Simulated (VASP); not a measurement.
Crystal: CO2.

```
C O
1.0
     2.34545    0.00000    0.00000
    -1.17273    2.03122    0.00000
     0.00000    0.00000    5.47630
C O
1 2
Cartesian
  0.0000 0.0000 0.0000
  0.0000 1.3541 0.8743
  1.1727 0.6771 4.6020
```

| Property | Result |
| --- | --- |
| Program | VASP 6.6.1 |
| Task | relaxation of cell and atoms |
| Functional | PBEsol |
| Potentials or basis | VASP PAW PBE potentials, release 64 (C, O) |
| Cutoff | 600 eV |
| k mesh | 11 × 11 × 4 |
| Occupations | fermi-dirac, width 0.02 eV |
| Spin | no spin polarisation |

At the start: pressure 0.5 GPa; volume 8.70 Å³/atom.

Problem. How do energy, volume and symmetry change on relaxing?

Solution. Over 26 steps the energy falls by 2.0 meV/atom and the volume is 7.82 Å³/atom (-10.1 %); space group P-3m1 (No. 164, to 0.1 Å) before and after.

The path:
```tsv
step	energy change (eV)	largest force (eV/Å)	pressure (GPa)	volume (Å³)
1	0.0000	0.0416	0.53	26.09
2	0.0000	0.0496	-0.87	26.20
3	-0.0002	0.0055	-0.18	26.15
4	-0.0003	0.0360	-0.17	26.13
5	-0.0003	0.0454	-0.17	26.13
6	-0.0003	0.0473	-0.17	26.11
7	-0.0004	0.0539	-0.20	26.07
8	-0.0006	0.0669	-0.23	26.00
9	-0.0010	0.0920	-0.26	25.84
10	-0.0016	0.1491	-0.31	25.54
11	-0.0015	0.2848	-0.29	24.92
12	-0.0015	0.2842	-0.29	24.92
13	-0.0015	0.2824	-0.29	24.90
14	-0.0016	0.2803	-0.33	24.87
15	-0.0018	0.2760	-0.38	24.81
16	-0.0022	0.2666	-0.46	24.69
17	-0.0027	0.2518	-0.60	24.44
18	-0.0032	0.2377	-0.80	23.96
19	-0.0005	0.2675	-0.81	22.98
20	-0.0024	0.2870	-0.60	23.76
21	-0.0035	0.2268	-0.69	23.72
22	-0.0055	0.0472	-0.92	23.60
23	-0.0037	0.3082	-1.34	23.37
24	-0.0058	0.0465	-1.04	23.54
25	-0.0060	0.0321	-0.72	23.51
26	-0.0061	0.0017	0.02	23.45
```

Final structure:
```
CELL_PARAMETERS angstrom
2.34820 0.00000 0.00000
-1.17410 2.03360 0.00000
0.00000 0.00000 4.91000
ATOMIC_POSITIONS crystal
C 0.00000 0.00000 0.00000
O 0.33333 0.66667 0.17811
O 0.66667 0.33333 0.82189
```

Caveat: the PAW data sets were made with another functional, which shifts forces and pressure a little.
